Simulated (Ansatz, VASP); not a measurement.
## One calculation of Sn3GeO, two programs

INCAR

```
SYSTEM = Sn3GeO
PREC     = Accurate       ! precision mode
ENCUT    = 600            ! plane-wave cutoff, eV
EDIFF    = 1E-6           ! SCF threshold, eV
ISMEAR   = 0              ! smearing method
SIGMA    = 0.1            ! smearing width, eV
LREAL    = .False.        ! projectors in reciprocal space
LASPH    = .True.         ! aspherical terms in the spheres
NELM     = 100            ! most SCF steps
ALGO     = Normal         ! electronic algorithm
ISIF     = 3              ! what is computed and relaxed
LWAVE    = .False.        ! write WAVECAR
LCHARG   = .False.        ! write CHGCAR
GGA      = PE             ! functional
IBRION   = 2              ! ionic algorithm
NSW      = 90             ! ionic steps
EDIFFG   = -0.04          ! ionic threshold
```

Contents of KPOINTS:

```
regular mesh
0
Gamma
  4 4 4
  0 0 0
```

Contents of POSCAR:

```
Sn3GeO
1.0
    5.6259010600      0.0000000000      0.0000000000
    0.0000000000      5.6259010600      0.0000000000
    0.0000000000      0.0000000000      5.6259010600
Sn Ge O
3 1 1
Direct
    0.5000000000      0.0000000000      0.0000000000
    0.0000000000      0.5000000000      0.0000000000
    0.0000000000      0.0000000000      0.5000000000
    0.5000000000      0.5000000000      0.5000000000
    0.0000000000      0.0000000000      0.0000000000
```

Input for Ansatz:

```yaml
crystal:
  lattice:
    - [5.62590106, 0.0, 0.0]
    - [0.0, 5.62590106, 0.0]
    - [0.0, 0.0, 5.62590106]
  atoms:
    - { symbol: Sn, position: [0.5, 0.0, 0.0] }
    - { symbol: Sn, position: [0.0, 0.5, 0.0] }
    - { symbol: Sn, position: [0.0, 0.0, 0.5] }
    - { symbol: Ge, position: [0.5, 0.5, 0.5] }
    - { symbol: O, position: [0.0, 0.0, 0.0] }
basis:
  ecutwfc: 420
kpoints:
  mp_grid: { grid: [4, 4, 4] }
hamiltonian:
  xc: pbe
scf:
  occupations: { method: gaussian, width: 0.1 }
  lower_state_search: "off"
output:
  forces: true
  stress: true
  eigenvalues: true
relax:
  adjacent_minimum: "off"
  f_tol: 0.04
  max_steps: 70
  cell: { stress_tol: 0.4 }
```

Alike in both runs: task relaxation of cell and atoms; functional PBE; k mesh 4 × 4 × 4; occupations gaussian, width 0.1 eV; no spin polarisation.

```csv
,VASP,Ansatz
version,VASP 6.6.1,Ansatz 0.2.0
potentials or method,"VASP PAW PBE potentials, release 64 (Sn_d, Ge_d, O), cutoff 600 eV","scalar-relativistic, plane waves, PAW"
valence electrons in the cell,62,62
```

|  | VASP | Ansatz | Ansatz less VASP |
| --- | --- | --- | --- |
| gap on the k mesh at the Fermi level, each at its own relaxed structure (eV) | none | none | - |
| relaxed volume (Å³/atom) | 22.92 | 23.03 | +0.111 |
| relaxed cell length with the largest relative difference (Å) | 4.857 | 4.865 | +0.0078 |

A gap of «none» marks a metal or a gap that the smearing closes.

Noted on VASP's run: the volume moved by over 15 % at a fixed basis, so the end points are rough.
